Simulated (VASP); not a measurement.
# Rb (Im-3m) in VASP: further runs

Rb is run at these levels: PBE; tasks: electric field gradients.

Everything below comes from runs of VASP 6.6.1. Logs are shortened: lines on timing, memory, paths and dates and some standing lists are left out, and cuts for length are marked.

## (1) The cell of the first run

The structure is cubic, space group Im-3m (No. 229). The conventional cell has a = 5.498 Å, b = 5.498 Å, c = 5.498 Å, α = 90.00°, β = 90.00°, γ = 90.00°.

## (2) Electric field gradients, PBE (volume scaled by 0.9405)

INCAR reads:

```
SYSTEM = Rb
ALGO = Normal
EDIFF = 1E-8
ENCUT = 520
GGA = PE
ISIF = 2
ISMEAR = -1
LASPH = .TRUE.
LCHARG = .FALSE.
LEFG = .TRUE.
LREAL = .FALSE.
LWAVE = .FALSE.
NBANDS = 10
NELM = 80
PREC = Accurate
SIGMA = 0.05
```

KPOINTS reads:

```
k-points
0
G
  8 8 8
  0 0 0
```

POSCAR reads:

```
Rb
1.0
   -2.7492058961      2.7492058961      2.7492058961
    2.7492058961     -2.7492058961      2.7492058961
    2.7492058961      2.7492058961     -2.7492058961
Rb
1
Direct
    0.0000000000      0.0000000000      0.0000000000
```

Potentials or basis: VASP PAW PBE potentials, release 64 (Rb_sv).

Command:

```bash
> cat potpaw_PBE.64/Rb_sv/POTCAR > POTCAR
> mpirun -np 1 vasp_std > vasp.out
```

OUTCAR:

```text
SYSTEM = Rb
   EDIFF = 1E-8
   ENCUT = 520
   GGA = PE
   ISIF = 2
   ISMEAR = -1
   LASPH = .TRUE.
   LREAL = .FALSE.
   NELM = 80
   PREC = Accurate

 ion  position               nearest neighbor table
   1  0.000  0.000  0.000-

  LATTYP: Found a body centered cubic cell.
 ALAT       =     5.4984117922

  Lattice vectors:

 A1 = (  -2.7492058961,   2.7492058961,   2.7492058961)
 A2 = (   2.7492058961,  -2.7492058961,   2.7492058961)
 A3 = (   2.7492058961,   2.7492058961,  -2.7492058961)

Analysis of symmetry for initial positions (statically):
=====================================================================
 Subroutine PRICEL returns:
 Original cell was already a primitive cell.

 Routine SETGRP: Setting up the symmetry group for a
 body centered cubic supercell.

 Subroutine GETGRP returns: Found 48 space group operations
 (whereof 48 operations were pure point group operations)
 out of a pool of 48 trial point group operations.

The static configuration has the point symmetry O_h .

Analysis of symmetry for dynamics (positions and initial velocities):
=====================================================================
 Subroutine PRICEL returns:
 Original cell was already a primitive cell.

 Routine SETGRP: Setting up the symmetry group for a
 body centered cubic supercell.

 Subroutine GETGRP returns: Found 48 space group operations
 (whereof 48 operations were pure point group operations)
 out of a pool of 48 trial point group operations.

The dynamic configuration has the point symmetry O_h .

 Subroutine INISYM returns: Found 48 space group operations
 (whereof 48 operations are pure point group operations),
 and found     1 'primitive' translations

----------------------------------------------------------------------------------------

                                     Primitive cell

  volume of cell :      83.1155

  direct lattice vectors                    reciprocal lattice vectors
    -2.749205896  2.749205896  2.749205896     0.000000000  0.181870700  0.181870700
     2.749205896 -2.749205896  2.749205896     0.181870700  0.000000000  0.181870700
     2.749205896  2.749205896 -2.749205896     0.181870700  0.181870700  0.000000000

  length of vectors
     4.761764293  4.761764293  4.761764293     0.257204010  0.257204010  0.257204010

  position of ions in fractional coordinates (direct lattice)
     0.000000000  0.000000000  0.000000000

  ion indices of the primitive-cell ions
   primitive index   ion index
                 1           1

----------------------------------------------------------------------------------------

 KPOINTS: k-points

Automatic generation of k-mesh.
 Grid dimensions read from file:
 generate k-points for:    8    8    8

 Generating k-lattice:

  Cartesian coordinates                     Fractional coordinates (reciprocal lattice)
     0.000000000  0.022733837  0.022733837     0.125000000  0.000000000  0.000000000
     0.022733837  0.000000000  0.022733837     0.000000000  0.125000000  0.000000000
     0.022733837  0.022733837  0.000000000     0.000000000  0.000000000  0.125000000

  Length of vectors
     0.032150501  0.032150501  0.032150501

  Shift w.r.t. Gamma in fractional coordinates (k-lattice)
     0.000000000  0.000000000  0.000000000

 Subroutine IBZKPT returns following result:
 ===========================================

 Found     29 irreducible k-points:

 Following reciprocal coordinates:
            Coordinates               Weight
  0.000000  0.000000  0.000000      1.000000
  0.125000  0.000000  0.000000     12.000000
  0.250000  0.000000  0.000000     12.000000
  0.375000  0.000000  0.000000     12.000000
  0.500000  0.000000  0.000000      6.000000
  0.125000  0.125000  0.000000     24.000000
[... 16 lines left out ...]
 -0.250000  0.250000  0.250000      6.000000
 -0.375000  0.375000  0.250000     24.000000
 [... further k-points ...]
   k-points           NKPTS =     29   k-points in BZ     NKDIM =     29   number of bands    NBANDS=     10
   number of dos      NEDOS =    301   number of ions     NIONS =      1
   total plane-waves  NPLWV =  46656
   dimension x,y,z NGX =    36 NGY =   36 NGZ =   36
   dimension x,y,z NGXF=    72 NGYF=   72 NGZF=   72
   ions per type =               1
   NGX,Y,Z   is equivalent  to a cutoff of  12.57, 12.57, 12.57 a.u.
   NGXF,Y,Z  is equivalent  to a cutoff of  25.14, 25.14, 25.14 a.u.
 SYSTEM =  Rb
   PREC   = accura    normal or accurate (medium, high low for compatibility)
   ISTART =      0    job   : 0-new  1-cont  2-samecut
   ICHARG =      2    charge: 1-file 2-atom 10-const
   ISPIN  =      1    spin polarized calculation?
   LNONCOLLINEAR =      F non collinear calculations
   LSORBIT =      F    spin-orbit coupling
   LASPH  =      T    aspherical Exc in radial PAW
   ENCUT  =  520.0 eV  38.22 Ry    6.18 a.u.   8.85  8.85  8.85*2*pi/ulx,y,z
   NELM   =     80;   NELMIN=  2; NELMDL= -5     # of ELM steps
   EDIFF  = 0.1E-07   stopping-criterion for ELM
   LREAL  =      F    real-space projection
   EDIFFG = 0.1E-06   stopping-criterion for IOM
   NSW    =      0    number of steps for IOM
   IBRION =     -1    ionic relax: 0-MD 1-quasi-New 2-CG
   NFREE  =      0    steps in history (QN), initial steepest desc. (CG)
   ISIF   =      2    stress and relaxation
   ISYM   =      2    0-nonsym 1-usesym 2-fastsym
   POTIM  = 0.5000    time-step for ionic-motion
   TEBEG  =    0.0;   TEEND  =   0.0 temperature during run
   PSTRESS=    0.0 pullay stress
   NELECT =       9.0000    total number of electrons
   NUPDOWN=      -1.0000    fix difference up-down
   EMIN   =  10.00;   EMAX   =-10.00  energy-range for DOS
   EFERMI =   0.00;   METHOD = LEGACY
   ISMEAR =    -1;   SIGMA  =   0.05  broadening in eV -4-tet -1-fermi 0-gaus
   EFERMI_NEDOS =   21; number of points for ismear=-14 and -15
   IALGO  =     38    algorithm
   IMIX   =      4    mixing-type and parameters
     AMIX     =   0.40;   BMIX     =  1.00
     AMIX_MAG =   1.60;   BMIX_MAG =  1.00
  volume/ion in A,a.u.               =      83.12       560.89
  Fermi-wavevector in a.u.,A,eV,Ry     =   0.780300  1.474554  8.284158  0.608868
  Thomas-Fermi vector in A             =   1.883583
   LORBIT       =      0    0 simple, 1 ext, 2 COOP (PROOUT), +10 PAW based schemes
   GGA     = PE    functional components
   LHFCALC =     F    Hartree Fock is set to
   AEXX    =    0.0000 exact exchange contribution
   IVDW    =     0    specifies the selected vdW correction
   LEPSILON=     F    determine dielectric tensor
   LRPA    =     F    only Hartree local field effects (RPA)
 non-spin polarized calculation
  energy-cutoff  :      520.00
  volume of cell :       83.12
 maximum number of plane-waves:      2256
   NGX = 17   NGY = 17   NGZ = 17

 number of electron       9.0000000 magnetization

 Free energy of the ion-electron system (eV)
  ---------------------------------------------------
  ext. energy  EPLUGINS =         0.00000000
  ---------------------------------------------------
  free energy    TOTEN  =        -0.92788319 eV

  energy without entropy =       -0.91706866  energy(sigma->0) =       -0.92247592

 E-fermi :   0.2495     XC(G=0):  -5.6894

 val. band max:        0.2126850678   @ k =   0.2500   0.2500   0.0000
 cond. band min:       0.3035884069   @ k =   0.3750   0.1250   0.0000
 fundamental gap:      0.0909033392
 Fermi energy:         0.2495347502

 k-point     1 :       0.0000    0.0000    0.0000
  band No.  band energies     occupation
      1     -28.6339      2.00000
      2     -12.6656      2.00000
      3     -12.6656      2.00000
      4     -12.6656      2.00000
      5      -1.8692      2.00000
      6       3.9869      0.00000
      7       3.9869      0.00000
      8       3.9869      0.00000
      9       4.9855      0.00000
     10       4.9855      0.00000

 k-point     2 :       0.1250    0.0000    0.0000
  band No.  band energies     occupation
      1     -28.6330      2.00000
      2     -12.6853      2.00000
      3     -12.6719      2.00000
      4     -12.6656      2.00000
      5      -1.6697      2.00000
      6       3.6572      0.00000
      7       3.7324      0.00000
      8       4.1764      0.00000
      9       4.7145      0.00000
     10       4.9225      0.00000

 k-point     3 :       0.2500    0.0000    0.0000
  band No.  band energies     occupation
      1     -28.6307      2.00000
      2     -12.7320      2.00000
      3     -12.6871      2.00000
      4     -12.6657      2.00000
      5      -1.1044      2.00000
      6       2.7357      0.00000
      7       3.2804      0.00000
      8       4.7312      0.00000
      9       4.8062      0.00000
     10       4.9071      0.00000

 k-point     4 :       0.3750    0.0000    0.0000
  band No.  band energies     occupation
      1     -28.6284      2.00000
      2     -12.7776      2.00000
      3     -12.7022      2.00000
      4     -12.6658      2.00000
      5      -0.2762      1.99995
      6       1.7881      0.00000
      7       2.9434      0.00000
      8       4.8250      0.00000
      9       5.1273      0.00000
     10       5.6096      0.00000

 k-point     5 :       0.5000    0.0000    0.0000
  band No.  band energies     occupation
      1     -28.6274      2.00000
      2     -12.7961      2.00000
      3     -12.7085      2.00000
      4     -12.6658      2.00000
      5       0.4413      0.04225
      6       1.0768      0.00000
      7       2.8238      0.00000
      8       4.6742      0.00000
      9       5.6380      0.00000
     10       5.6492      0.00000

 k-point     6 :       0.1250    0.1250    0.0000
  band No.  band energies     occupation
      1     -28.6313      2.00000
      2     -12.7173      2.00000
      3     -12.6792      2.00000
      4     -12.6702      2.00000
      5      -1.2864      2.00000
      6       3.0981      0.00000
      7       3.2999      0.00000
      8       4.5192      0.00000
      9       4.5398      0.00000
     10       5.1770      0.00000
[... 183 lines left out ...]
 k-point    21 :      -0.3750   -0.3750    0.1250
  band No.  band energies     occupation
      1     -28.6256      2.00000
      2     -12.7601      2.00000
      3     -12.7601      2.00000
      4     -12.6912      2.00000
      5       1.3579      0.00000
      6       1.3579      0.00000
      7       1.7606      0.00000
      8       4.6229      0.00000
      9       4.6229      0.00000
     10       5.1973      0.00000

 k-point    22 :       0.2500    0.2500    0.2500
  band No.  band energies     occupation
      1     -28.6271      2.00000
      2     -12.7295      2.00000
      3     -12.7295      2.00000
      4     -12.7295      2.00000
      5       1.5531      0.00000
      6       1.5531      0.00000
      7       1.5531      0.00000
      8       3.1003      0.00000
      9       5.7650      0.00000
     10       5.7650      0.00000

 k-point    23 :      -0.2500    0.2500    0.2500
  band No.  band energies     occupation
      1     -28.6278      2.00000
      2     -12.7341      2.00000
      3     -12.7104      2.00000
      4     -12.7104      2.00000
      5      -0.4057      2.00000
      6       2.5551      0.00000
      7       3.3724      0.00000
      8       3.3724      0.00000
      9       4.8870      0.00000
     10       4.9269      0.00000

 k-point    24 :      -0.3750    0.3750    0.2500
  band No.  band energies     occupation
      1     -28.6257      2.00000
      2     -12.7627      2.00000
      3     -12.7267      2.00000
      4     -12.7139      2.00000
      5       0.3455      0.25586
      6       1.9079      0.00000
      7       3.2663      0.00000
      8       3.2945      0.00000
      9       4.4157      0.00000
     10       5.5906      0.00000

 [... further k-points ...]
[... 5 lines left out ...]
  --------------------------------------------------------------------------------------
  -------------------------------------------------------------------------------------
  Total        0.1629260      0.1629260      0.1629260      0.0000000      0.0000000     -0.0000000
  in kB        3.1406482      3.1406482      3.1406482      0.0000000      0.0000000     -0.0000000
  external PRESSURE =       3.1406482 kB  Pullay stress =       0.0000000 kB

 VOLUME and BASIS-vectors are now :
 -----------------------------------------------------------------------------
  energy-cutoff  :      520.00
  volume of cell :       83.12
      direct lattice vectors                 reciprocal lattice vectors
    -2.749205896  2.749205896  2.749205896     0.000000000  0.181870700  0.181870700
     2.749205896 -2.749205896  2.749205896     0.181870700  0.000000000  0.181870700
     2.749205896  2.749205896 -2.749205896     0.181870700  0.181870700  0.000000000

 POSITION                                       TOTAL-FORCE (eV/Angst)
 -----------------------------------------------------------------------------------
      0.00000      0.00000      0.00000        -0.000000     -0.000000     -0.000000
 -----------------------------------------------------------------------------------
    total drift:                               -0.000000      0.000000      0.000000

  FREE ENERGIE OF THE ION-ELECTRON SYSTEM (eV)
  ---------------------------------------------------
  free  energy   TOTEN  =        -0.9278831927 eV

  energy  without entropy=       -0.9170686561  energy(sigma->0) =       -0.92247592

 Electric field gradients (V/A^2)
---------------------------------------------------------------------
 ion       V_xx      V_yy      V_zz      V_xy      V_xz      V_yz
---------------------------------------------------------------------
   1      -0.000    -0.000    -0.000     0.000     0.000     0.000
---------------------------------------------------------------------

 Electric field gradients after diagonalization (V/A^2)
 (convention: |V_zz| > |V_xx| > |V_yy|)
----------------------------------------------------------------------
 ion       V_xx      V_yy      V_zz     asymmetry (V_yy - V_xx)/ V_zz
----------------------------------------------------------------------
   1      -0.000    -0.000     0.000       0.000
----------------------------------------------------------------------

           NMR quadrupolar parameters

 Cq : quadrupolar parameter    Cq=e*Q*V_zz/h
 eta: asymmetry parameters     (V_yy - V_xx)/ V_zz
 Q  : nuclear electric quadrupole moment in mb (millibarn)
----------------------------------------------------------------------
 ion       Cq(MHz)       eta       Q (mb)
----------------------------------------------------------------------
   1       0.000       0.000       1.000
----------------------------------------------------------------------
```

Wall time 12 s (1 thread of Intel Xeon Platinum 8488C (Sapphire Rapids), shared host); peak memory 0.19 GiB.

Results:

* Free energy: -0.9279 eV
* Pressure: 0.3 GPa

Caveat: without QUAD_EFG the Cq values of the log hold for a quadrupole moment of 1 mb, not for the nuclei.

(Continued in part 2 of 2.)
